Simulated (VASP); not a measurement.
# Hg4H2O (I4/mmm) in VASP: single point with PBE

Aim: the single point of Hg4H2O with PBE.

Program: VASP 6.6.1. These are calculated values, not measurements. Logs are shortened: lines on timing, memory, paths and dates and some standing lists are left out, and cuts for length are marked.

## 1. The cell of the first run

The structure is tetragonal, space group I4/mmm (No. 139). The conventional cell has a = 6.255 Å, b = 6.255 Å, c = 5.857 Å, α = 90.00°, β = 90.00°, γ = 90.00°. Hg (site symmetry 2/m) has 4 H at 2.65 Å and 2 O at 2.65 Å and 6 Hg at 2.93 to 3.13 Å within 3.5 Å. H (site symmetry mmm) has 8 Hg at 2.65 Å and 2 H at 2.93 Å and 2 O at 3.13 Å within 3.5 Å. O (site symmetry 4/mmm) has 8 Hg at 2.65 Å and 4 H at 3.13 Å within 3.5 Å.

## 2. Single point, PBE (atoms taken out)

Input file INCAR:

```
  ALGO = Normal
  EDIFF = 1E-7
  ENCUT = 520
  GGA = PE
  ISIF = 2
  ISMEAR = 0
  LASPH = True
  LCHARG = False
  LREAL = False
  LWAVE = False
  NBANDS = 37
  NELM = 80
  PREC = Accurate
  SIGMA = 0.1
```

Input file KPOINTS:

```
k-points
0
Gamma
  10 10 10
```

Input file POSCAR:

```
Hg4H2O
1.0
   -3.1276458557      3.1276458557      2.9282861207
    3.1276458557     -3.1276458557      2.9282861207
    3.1276458557      3.1276458557     -2.9282861207
Hg H O
4 2 1
Direct
    0.5000000000      0.0000000000      0.0000000000
    0.0000000000      0.5000000000      0.0000000000
    0.0000000000      0.0000000000      0.5000000000
    0.5000000000      0.5000000000      0.5000000000
    0.0000000000      0.5000000000      0.5000000000
    0.5000000000      0.0000000000      0.5000000000
    0.5000000000      0.5000000000      0.0000000000
```

Potentials or basis: VASP PAW PBE potentials, release 64 (Hg, H, O).

On the command line:

```
> cat potpaw_PBE.64/Hg/POTCAR potpaw_PBE.64/H/POTCAR potpaw_PBE.64/O/POTCAR > POTCAR
> mpirun -np 1 vasp_std > vasp.out
```

OUTCAR:

```text
EDIFF = 1E-7
   ENCUT = 520
   GGA = PE
   ISIF = 2
   ISMEAR = 0
   LASPH = True
   LREAL = False
   NELM = 80
   PREC = Accurate

 ion  position               nearest neighbor table
   1  0.500  0.000  0.000-   7 2.65   7 2.65   2 2.93   2 2.93   4 3.13   4 3.13   3 3.13   3 3.13

   2  0.000  0.500  0.000-   7 2.65   7 2.65   1 2.93   1 2.93   3 3.13   4 3.13   4 3.13   3 3.13

   3  0.000  0.000  0.500-   7 2.65   7 2.65   4 2.93   4 2.93   2 3.13   1 3.13   1 3.13   2 3.13

   4  0.500  0.500  0.500-   7 2.65   7 2.65   3 2.93   3 2.93   1 3.13   1 3.13   2 3.13   2 3.13

   5  0.000  0.500  0.500-
   6  0.500  0.000  0.500-
   7  0.500  0.500  0.000-   1 2.65   2 2.65   3 2.65   4 2.65   4 2.65   1 2.65   2 2.65   3 2.65

  LATTYP: Found a body centered tetragonal cell.
 ALAT       =     6.2552917114
 C/A-ratio  =     0.9362588528

  Lattice vectors:

 A1 = (  -3.1276458557,   3.1276458557,   2.9282861207)
 A2 = (   3.1276458557,  -3.1276458557,   2.9282861207)
 A3 = (   3.1276458557,   3.1276458557,  -2.9282861207)

Analysis of symmetry for initial positions (statically):
=====================================================================
 Subroutine PRICEL returns:
 Original cell was already a primitive cell.

 Routine SETGRP: Setting up the symmetry group for a
 body centered tetragonal supercell.

 Subroutine GETGRP returns: Found 16 space group operations
 (whereof 16 operations were pure point group operations)
 out of a pool of 16 trial point group operations.

The static configuration has the point symmetry D_4h.

Analysis of symmetry for dynamics (positions and initial velocities):
=====================================================================
 Subroutine PRICEL returns:
 Original cell was already a primitive cell.

 Routine SETGRP: Setting up the symmetry group for a
 body centered tetragonal supercell.

 Subroutine GETGRP returns: Found 16 space group operations
 (whereof 16 operations were pure point group operations)
 out of a pool of 16 trial point group operations.

The dynamic configuration has the point symmetry D_4h.

 Subroutine INISYM returns: Found 16 space group operations
 (whereof 16 operations are pure point group operations),
 and found     1 'primitive' translations

[... 98 lines left out ...]
   ISPIN  =      1    spin polarized calculation?
   LNONCOLLINEAR =      F non collinear calculations
   LSORBIT =      F    spin-orbit coupling
   LASPH  =      T    aspherical Exc in radial PAW
   ENCUT  =  520.0 eV  38.22 Ry    6.18 a.u.   9.86  9.86  9.86*2*pi/ulx,y,z
   NELM   =     80;   NELMIN=  2; NELMDL= -5     # of ELM steps
   EDIFF  = 0.1E-06   stopping-criterion for ELM
   LREAL  =      F    real-space projection
   EDIFFG = 0.1E-05   stopping-criterion for IOM
   NSW    =      0    number of steps for IOM
   IBRION =     -1    ionic relax: 0-MD 1-quasi-New 2-CG
   NFREE  =      0    steps in history (QN), initial steepest desc. (CG)
   ISIF   =      2    stress and relaxation
   ISYM   =      2    0-nonsym 1-usesym 2-fastsym
   POTIM  = 0.5000    time-step for ionic-motion
   TEBEG  =    0.0;   TEEND  =   0.0 temperature during run
   PSTRESS=    0.0 pullay stress
   NELECT =      56.0000    total number of electrons
   NUPDOWN=      -1.0000    fix difference up-down
   EMIN   =  10.00;   EMAX   =-10.00  energy-range for DOS
   EFERMI =   0.00;   METHOD = LEGACY
   ISMEAR =     0;   SIGMA  =   0.10  broadening in eV -4-tet -1-fermi 0-gaus
   EFERMI_NEDOS =   21; number of points for ismear=-14 and -15
   IALGO  =     38    algorithm
   IMIX   =      4    mixing-type and parameters
     AMIX     =   0.40;   BMIX     =  1.00
     AMIX_MAG =   1.60;   BMIX_MAG =  1.00
  volume/ion in A,a.u.               =      16.37       110.46
  Fermi-wavevector in a.u.,A,eV,Ry     =   1.289539  2.436876 22.625290  1.662912
  Thomas-Fermi vector in A             =   2.421426
   LORBIT       =      0    0 simple, 1 ext, 2 COOP (PROOUT), +10 PAW based schemes
   GGA     = PE    functional components
   LHFCALC =     F    Hartree Fock is set to
   AEXX    =    0.0000 exact exchange contribution
   IVDW    =     0    specifies the selected vdW correction
   LEPSILON=     F    determine dielectric tensor
   LRPA    =     F    only Hartree local field effects (RPA)
 non-spin polarized calculation
 Gauss-broadening in eV      SIGMA  =   0.10
  energy-cutoff  :      520.00
  volume of cell :      114.58
 maximum number of plane-waves:      3107
   NGX = 19   NGY = 19   NGZ = 19

 number of electron      55.9999992 magnetization

 Free energy of the ion-electron system (eV)
  ---------------------------------------------------
  ext. energy  EPLUGINS =         0.00000000
  ---------------------------------------------------
  free energy    TOTEN  =        -8.25120053 eV

  energy without entropy =       -8.23989399  energy(sigma->0) =       -8.24554726

 E-fermi :   2.0646     XC(G=0): -10.6246

 val. band max:        2.0235247979   @ k =   0.1000   0.1000  -0.0000
 cond. band min:       2.0721781325   @ k =   0.5000   0.5000   0.5000
 fundamental gap:      0.0486533346
 Fermi energy:         2.0645829137

 k-point     1 :       0.0000    0.0000    0.0000
  band No.  band energies     occupation
      1     -15.1398      2.00000
      2      -6.5377      2.00000
      3      -5.8911      2.00000
      4      -5.7740      2.00000
      5      -5.5737      2.00000
      6      -5.4491      2.00000
[... 949 lines left out ...]
     36       9.8107      0.00000
     37      10.7481      0.00000

 [... further k-points ...]
[... 5 lines left out ...]
  --------------------------------------------------------------------------------------
  -------------------------------------------------------------------------------------
  Total        0.2285374      0.2285374      0.3608663      0.0000000      0.0000000      0.0000000
  in kB        3.1956496      3.1956496      5.0460120      0.0000000      0.0000000      0.0000000
  external PRESSURE =       3.8124371 kB  Pullay stress =       0.0000000 kB

 VOLUME and BASIS-vectors are now :
 -----------------------------------------------------------------------------
  energy-cutoff  :      520.00
  volume of cell :      114.58
      direct lattice vectors                 reciprocal lattice vectors
    -3.127645856  3.127645856  2.928286121     0.000000000  0.159864647  0.170748342
     3.127645856 -3.127645856  2.928286121     0.159864647  0.000000000  0.170748342
     3.127645856  3.127645856 -2.928286121     0.159864647  0.159864647  0.000000000

 POSITION                                       TOTAL-FORCE (eV/Angst)
 -----------------------------------------------------------------------------------
     -1.56382      1.56382      1.46414        -0.000000     -0.000000     -0.000000
      1.56382     -1.56382      1.46414         0.000000      0.000000     -0.000000
      1.56382      1.56382     -1.46414         0.000000     -0.000000     -0.000000
      1.56382      1.56382      1.46414        -0.000000      0.000000     -0.000000
      3.12765      0.00000      0.00000        -0.000000     -0.000000     -0.000000
      0.00000      3.12765      0.00000         0.000000     -0.000000     -0.000000
      0.00000      0.00000      2.92829         0.000000      0.000000      0.000000
 -----------------------------------------------------------------------------------
    total drift:                                0.000000     -0.000000      0.000000

  FREE ENERGIE OF THE ION-ELECTRON SYSTEM (eV)
  ---------------------------------------------------
  free  energy   TOTEN  =        -8.2512005267 eV

  energy  without entropy=       -8.2398939869  energy(sigma->0) =       -8.24554726
```

OSZICAR:

```text
N       E                     dE             d eps       ncg     rms          rms(c)
DAV:   1     0.468062810786E+03    0.46806E+03   -0.28474E+04  7548   0.146E+03
DAV:   2     0.121765224714E+02   -0.45589E+03   -0.43594E+03  8033   0.386E+02
DAV:   3    -0.116012387245E+02   -0.23778E+02   -0.23447E+02  8344   0.890E+01
DAV:   4    -0.118101966054E+02   -0.20896E+00   -0.20871E+00  8054   0.777E+00
DAV:   5    -0.118108402232E+02   -0.64362E-03   -0.64360E-03  8285   0.418E-01    0.136E+01
DAV:   6    -0.113596012837E+02    0.45124E+00   -0.26420E+01 10386   0.392E+01    0.190E+01
DAV:   7    -0.843603156412E+01    0.29236E+01   -0.32942E+01  9011   0.135E+01    0.750E+00
DAV:   8    -0.826680734998E+01    0.16922E+00   -0.14259E+00  7688   0.508E+00    0.416E+00
DAV:   9    -0.826152975415E+01    0.52776E-02   -0.18716E-01  8243   0.190E+00    0.105E+00
DAV:  10    -0.825224608340E+01    0.92837E-02   -0.12233E-01  9175   0.105E+00    0.355E-01
DAV:  11    -0.825114885531E+01    0.10972E-02   -0.12988E-02  8347   0.349E-01    0.779E-02
DAV:  12    -0.825121987826E+01   -0.71023E-04   -0.57152E-04  8048   0.120E-01    0.499E-02
DAV:  13    -0.825120661037E+01    0.13268E-04   -0.34698E-04  9348   0.564E-02    0.247E-02
DAV:  14    -0.825120089680E+01    0.57136E-05   -0.31054E-05  7981   0.205E-02    0.958E-03
DAV:  15    -0.825120057504E+01    0.32176E-06   -0.34654E-06  7840   0.672E-03    0.361E-03
DAV:  16    -0.825120057146E+01    0.35807E-08   -0.12797E-06  7380   0.330E-03    0.105E-03
DAV:  17    -0.825120052667E+01    0.44785E-07   -0.86690E-08  4124   0.124E-03
   1 F= -.82512005E+01 E0= -.82455473E+01  d E =-.113065E-01
```

stdout:

```text
POSCAR found type information on POSCAR HgH O
 POSCAR found :  3 types and       7 ions
 scaLAPACK will be used
 LDA part: xc-table for (Slater+PW92), standard interpolation
 POSCAR, INCAR and KPOINTS ok, starting setup
 FFT: planning ... GRIDC
 FFT: planning ... GRID_SOFT
 FFT: planning ... GRID
 WAVECAR not read
 entering main loop
```

Run time: 6.1 min. Hardware: 1 thread of Intel Xeon Platinum 8375C at 2.90GHz (Ice Lake), shared host; peak memory 0.48 GiB.

What came out:

```
Free energy            : -8.2512 eV
Pressure               : 0.4 GPa
Band gap on the k mesh : zero (bands 28 and 29 overlap by 1.17 eV)
```

Caveat: the cell differs from its parent crystal (atoms taken out); spin-orbit coupling is left out, which moves the levels of the heavy elements.
